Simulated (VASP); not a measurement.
# MoS2 in VASP: notebook

The runs below take MoS2 through single point, with PBEsol, PBEsol+U.

All numbers are computed with VASP 6.6.1; they aren't measurements. Logs are shortened: lines on timing, memory, paths and dates and some standing lists are left out, and cuts for length are marked.

### Step 1. The cell of the first run

The cell holds a slab with vacuum, 3 atoms: a = 3.142 Å, b = 3.142 Å, c = 17.337 Å, α = 90.00°, β = 90.00°, γ = 120.00°.

### Step 2. Single point, PBEsol

File INCAR:

```
SYSTEM = MoS2
PREC = Accurate ; ENCUT = 520
EDIFF = 1E-7 ; ISMEAR = -1
SIGMA = 0.05 ; LREAL = .False.
LASPH = .True. ; NELM = 100
ALGO = Normal ; ISIF = 2
LWAVE = .False. ; LCHARG = .False.
GGA = PS ; NBANDS = 20
```

File KPOINTS:

```
regular mesh
0
Gamma
  10 10 2
  0 0 0
```

File POSCAR:

```
MoS2
1.0
    3.1415139120      0.0000000000      0.0000000000
   -1.5707569560      2.7206308541      0.0000000000
    0.0000000000      0.0000000000     17.3372114444
Mo S
1 2
Direct
    0.0000000000      0.0000000000      0.0000000000
    0.3333333333      0.6666666667      0.9101311982
    0.3333333333      0.6666666667      0.0898688018
```

Potentials or basis: VASP PAW PBE potentials, release 64 (Mo_sv, S).

Launch:

```bash
$ cat potpaw_PBE.64/Mo_sv/POTCAR potpaw_PBE.64/S/POTCAR > POTCAR
$ mpirun -np 1 vasp_std > vasp.out
```

OUTCAR:

```text
SYSTEM = MoS2
   PREC = Accurate
   ENCUT = 520
   EDIFF = 1E-7
   ISMEAR = -1
   LREAL = .False.
   LASPH = .True.
   NELM = 100
   ISIF = 2
   GGA = PS

 ion  position               nearest neighbor table
   1  0.000  0.000  0.000-   2 2.39   3 2.39   2 2.39   3 2.39   2 2.39   3 2.39
   2  0.333  0.667  0.910-   1 2.39   1 2.39   1 2.39
   3  0.333  0.667  0.090-   1 2.39   1 2.39   1 2.39

  LATTYP: Found a hexagonal cell.
 ALAT       =     3.1415139120
 C/A-ratio  =     5.5187441247

  Lattice vectors:

 A1 = (   3.1415139120,   0.0000000000,   0.0000000000)
 A2 = (  -1.5707569560,   2.7206308541,   0.0000000000)
 A3 = (   0.0000000000,   0.0000000000,  17.3372114444)

Analysis of symmetry for initial positions (statically):
=====================================================================
 Subroutine PRICEL returns:
 Original cell was already a primitive cell.

 Routine SETGRP: Setting up the symmetry group for a
 hexagonal supercell.

 Subroutine GETGRP returns: Found 12 space group operations
 (whereof 12 operations were pure point group operations)
 out of a pool of 24 trial point group operations.

The static configuration has the point symmetry D_3h.

Analysis of symmetry for dynamics (positions and initial velocities):
=====================================================================
 Subroutine PRICEL returns:
 Original cell was already a primitive cell.

 Routine SETGRP: Setting up the symmetry group for a
 hexagonal supercell.

 Subroutine GETGRP returns: Found 12 space group operations
 (whereof 12 operations were pure point group operations)
 out of a pool of 24 trial point group operations.

The dynamic configuration has the point symmetry D_3h.

 Subroutine INISYM returns: Found 12 space group operations
 (whereof 12 operations are pure point group operations),
 and found     1 'primitive' translations

----------------------------------------------------------------------------------------

                                     Primitive cell

  volume of cell :     148.1794

  direct lattice vectors                    reciprocal lattice vectors
     3.141513912  0.000000000  0.000000000     0.318317865  0.183780905  0.000000000
    -1.570756956  2.720630854  0.000000000     0.000000000  0.367561810  0.000000000
     0.000000000  0.000000000 17.337211444     0.000000000  0.000000000  0.057679403

  length of vectors
     3.141513912  3.141513912 17.337211444     0.367561810  0.367561810  0.057679403

  position of ions in fractional coordinates (direct lattice)
     0.000000000  0.000000000  0.000000000
     0.333333333  0.666666667  0.910131198
     0.333333333  0.666666667  0.089868802

  ion indices of the primitive-cell ions
   primitive index   ion index
                 1           1
                 2           2
                 3           3

----------------------------------------------------------------------------------------

 KPOINTS: regular mesh

Automatic generation of k-mesh.
 Grid dimensions read from file:
 generate k-points for:   10   10    2

 Generating k-lattice:

  Cartesian coordinates                     Fractional coordinates (reciprocal lattice)
     0.031831786  0.018378090  0.000000000     0.100000000 -0.000000000  0.000000000
     0.000000000  0.036756181  0.000000000     0.000000000  0.100000000  0.000000000
     0.000000000  0.000000000  0.028839701     0.000000000  0.000000000  0.500000000

  Length of vectors
     0.036756181  0.036756181  0.028839701

  Shift w.r.t. Gamma in fractional coordinates (k-lattice)
     0.000000000  0.000000000  0.000000000

 Subroutine IBZKPT returns following result:
 ===========================================

 Found     28 irreducible k-points:

 Following reciprocal coordinates:
            Coordinates               Weight
  0.000000  0.000000  0.000000      1.000000
  0.100000 -0.000000  0.000000      6.000000
  0.200000 -0.000000  0.000000      6.000000
  0.300000  0.000000  0.000000      6.000000
  0.400000  0.000000  0.000000      6.000000
  0.500000 -0.000000  0.000000      3.000000
[... 16 lines left out ...]
  0.300000  0.100000  0.500000     12.000000
  0.400000  0.100000  0.500000     12.000000
 [... further k-points ...]
   k-points           NKPTS =     28   k-points in BZ     NKDIM =     28   number of bands    NBANDS=     20
   number of dos      NEDOS =    301   number of ions     NIONS =      3
   total plane-waves  NPLWV =  80640
   dimension x,y,z NGX =    24 NGY =   24 NGZ =  140
   dimension x,y,z NGXF=    48 NGYF=   48 NGZF=  280
   ions per type =               1   2
   NGX,Y,Z   is equivalent  to a cutoff of  12.70, 12.70, 13.42 a.u.
   NGXF,Y,Z  is equivalent  to a cutoff of  25.40, 25.40, 26.85 a.u.
 SYSTEM =  MoS2
   PREC   = accura    normal or accurate (medium, high low for compatibility)
   ISTART =      0    job   : 0-new  1-cont  2-samecut
   ICHARG =      2    charge: 1-file 2-atom 10-const
   ISPIN  =      1    spin polarized calculation?
   LNONCOLLINEAR =      F non collinear calculations
   LSORBIT =      F    spin-orbit coupling
   LASPH  =      T    aspherical Exc in radial PAW
   ENCUT  =  520.0 eV  38.22 Ry    6.18 a.u.   5.84  5.84 32.24*2*pi/ulx,y,z
   NELM   =    100;   NELMIN=  2; NELMDL= -5     # of ELM steps
   EDIFF  = 0.1E-06   stopping-criterion for ELM
   LREAL  =      F    real-space projection
   EDIFFG = 0.1E-05   stopping-criterion for IOM
   NSW    =      0    number of steps for IOM
   IBRION =     -1    ionic relax: 0-MD 1-quasi-New 2-CG
   NFREE  =      0    steps in history (QN), initial steepest desc. (CG)
   ISIF   =      2    stress and relaxation
   ISYM   =      2    0-nonsym 1-usesym 2-fastsym
   POTIM  = 0.5000    time-step for ionic-motion
   TEBEG  =    0.0;   TEEND  =   0.0 temperature during run
   PSTRESS=    0.0 pullay stress
   NELECT =      26.0000    total number of electrons
   NUPDOWN=      -1.0000    fix difference up-down
   EMIN   =  10.00;   EMAX   =-10.00  energy-range for DOS
   EFERMI =   0.00;   METHOD = LEGACY
   ISMEAR =    -1;   SIGMA  =   0.05  broadening in eV -4-tet -1-fermi 0-gaus
   EFERMI_NEDOS =   21; number of points for ismear=-14 and -15
   IALGO  =     38    algorithm
   IMIX   =      4    mixing-type and parameters
     AMIX     =   0.40;   BMIX     =  1.00
     AMIX_MAG =   1.60;   BMIX_MAG =  1.00
  volume/ion in A,a.u.               =      49.39       333.32
  Fermi-wavevector in a.u.,A,eV,Ry     =   0.916509  1.731951 11.428737  0.839988
  Thomas-Fermi vector in A             =   2.041372
   LORBIT       =      0    0 simple, 1 ext, 2 COOP (PROOUT), +10 PAW based schemes
   GGA     = PS    functional components
   LHFCALC =     F    Hartree Fock is set to
   AEXX    =    0.0000 exact exchange contribution
   IVDW    =     0    specifies the selected vdW correction
   LEPSILON=     F    determine dielectric tensor
   LRPA    =     F    only Hartree local field effects (RPA)
 non-spin polarized calculation
  energy-cutoff  :      520.00
  volume of cell :      148.18
 maximum number of plane-waves:      4016
 NGX is ok and might be reduce to    24
   NGX = 11   NGY = 11   NGZ = 65

 number of electron      26.0000000 magnetization

 Free energy of the ion-electron system (eV)
  ---------------------------------------------------
  ext. energy  EPLUGINS =         0.00000000
  ---------------------------------------------------
  free energy    TOTEN  =       -23.42515938 eV

  energy without entropy =      -23.42515938  energy(sigma->0) =      -23.42515938

 E-fermi :  -0.4441     XC(G=0):  -4.4648

 val. band max:       -1.4336750655   @ k =   0.0000   0.0000   0.0000
 cond. band min:       0.5890864330   @ k =   0.3000   0.3000   0.0000
 fundamental gap:      2.0227614985
 Fermi energy:        -0.4440682027

 k-point     1 :       0.0000    0.0000    0.0000
  band No.  band energies     occupation
      1     -62.0572      2.00000
      2     -36.2687      2.00000
      3     -36.0059      2.00000
      4     -36.0059      2.00000
      5     -15.5767      2.00000
      6     -14.2154      2.00000
[... 12 lines left out ...]
     19       4.4112      0.00000
     20       4.9721      0.00000

 k-point     2 :       0.1000   -0.0000    0.0000
  band No.  band energies     occupation
      1     -62.0529      2.00000
      2     -36.2603      2.00000
      3     -36.0483      2.00000
      4     -36.0154      2.00000
      5     -15.4196      2.00000
      6     -14.1512      2.00000
[... 12 lines left out ...]
     19       4.6099      0.00000
     20       5.4968      0.00000

 k-point     3 :       0.2000   -0.0000    0.0000
  band No.  band energies     occupation
      1     -62.0416      2.00000
      2     -36.2383      2.00000
      3     -36.1581      2.00000
      4     -36.0405      2.00000
      5     -14.9830      2.00000
      6     -13.9735      2.00000
[... 12 lines left out ...]
     19       5.1776      0.00000
     20       6.1334      0.00000

 k-point     4 :       0.3000    0.0000    0.0000
  band No.  band energies     occupation
      1     -62.0276      2.00000
      2     -36.2913      2.00000
      3     -36.2110      2.00000
      4     -36.0712      2.00000
      5     -14.3756      2.00000
      6     -13.7302      2.00000
[... 12 lines left out ...]
     19       5.9764      0.00000
     20       6.7857      0.00000

 k-point     5 :       0.4000    0.0000    0.0000
  band No.  band energies     occupation
      1     -62.0162      2.00000
      2     -36.3971      2.00000
      3     -36.1888      2.00000
      4     -36.0960      2.00000
      5     -13.7992      2.00000
      6     -13.5083      2.00000
[... 12 lines left out ...]
     19       6.4004      0.00000
     20       6.5858      0.00000
[... 353 lines left out ...]
      6     -14.0298      2.00000
[... 12 lines left out ...]
     19       4.9134      0.00000
     20       6.1132      0.00000

 k-point    22 :       0.2000    0.1000    0.5000
  band No.  band energies     occupation
      1     -62.0325      2.00000
      2     -36.2353      2.00000
      3     -36.2205      2.00000
      4     -36.0712      2.00000
      5     -14.5970      2.00000
      6     -13.8160      2.00000
[... 12 lines left out ...]
     19       5.5988      0.00000
     20       6.8010      0.00000

 k-point    23 :       0.3000    0.1000    0.5000
  band No.  band energies     occupation
      1     -62.0198      2.00000
      2     -36.3470      2.00000
      3     -36.1957      2.00000
      4     -36.1067      2.00000
      5     -13.9930      2.00000
      6     -13.5745      2.00000
[... 12 lines left out ...]
     19       6.4749      0.00000
     20       6.7190      0.00000

 k-point    24 :       0.4000    0.1000    0.5000
  band No.  band energies     occupation
      1     -62.0119      2.00000
      2     -36.4150      2.00000
      3     -36.1803      2.00000
      4     -36.1286      2.00000
      5     -13.5594      2.00000
      6     -13.4069      2.00000
[... 12 lines left out ...]
     19       7.1080      0.00000
     20       7.2754      0.00000

 [... further k-points ...]

------------------------ aborting loop because EDIFF is reached ----------------------------------------

  FORCE on cell =-STRESS in cart. coord.  units (eV):
  Direction    XX          YY          ZZ          XY          YZ          ZX
  --------------------------------------------------------------------------------------
  -------------------------------------------------------------------------------------
  Total       -0.0312341     -0.0312341     -0.0210490      0.0000000      0.0000000      0.0000000
  in kB       -0.3377161     -0.3377161     -0.2275909      0.0000000      0.0000000      0.0000000
  external PRESSURE =      -0.3010077 kB  Pullay stress =       0.0000000 kB

 VOLUME and BASIS-vectors are now :
 -----------------------------------------------------------------------------
  energy-cutoff  :      520.00
  volume of cell :      148.18
      direct lattice vectors                 reciprocal lattice vectors
     3.141513912  0.000000000  0.000000000     0.318317865  0.183780905  0.000000000
    -1.570756956  2.720630854  0.000000000     0.000000000  0.367561810  0.000000000
     0.000000000  0.000000000 17.337211444     0.000000000  0.000000000  0.057679403

 POSITION                                       TOTAL-FORCE (eV/Angst)
 -----------------------------------------------------------------------------------
      0.00000      0.00000      0.00000        -0.000000      0.000000      0.000000
     -0.00000      1.81375     15.77914         0.000000     -0.000000     -0.000896
     -0.00000      1.81375      1.55807         0.000000     -0.000000      0.000896
 -----------------------------------------------------------------------------------
    total drift:                                0.000000     -0.000000     -0.000000

  FREE ENERGIE OF THE ION-ELECTRON SYSTEM (eV)
  ---------------------------------------------------
  free  energy   TOTEN  =       -23.4251593794 eV

  energy  without entropy=      -23.4251593789  energy(sigma->0) =      -23.42515938
```

It took 54 s on 1 thread of Intel Xeon 6975P-C (Granite Rapids), shared host; peak memory 0.29 GiB.

Results:

```
Free energy            : -23.4252 eV
Band gap on the k mesh : 2.02 eV (least direct gap 2.07 eV)
```

Caveat: the PAW data sets were made with another functional, which shifts forces and pressure a little.

(Continued in part 2 of 2.)
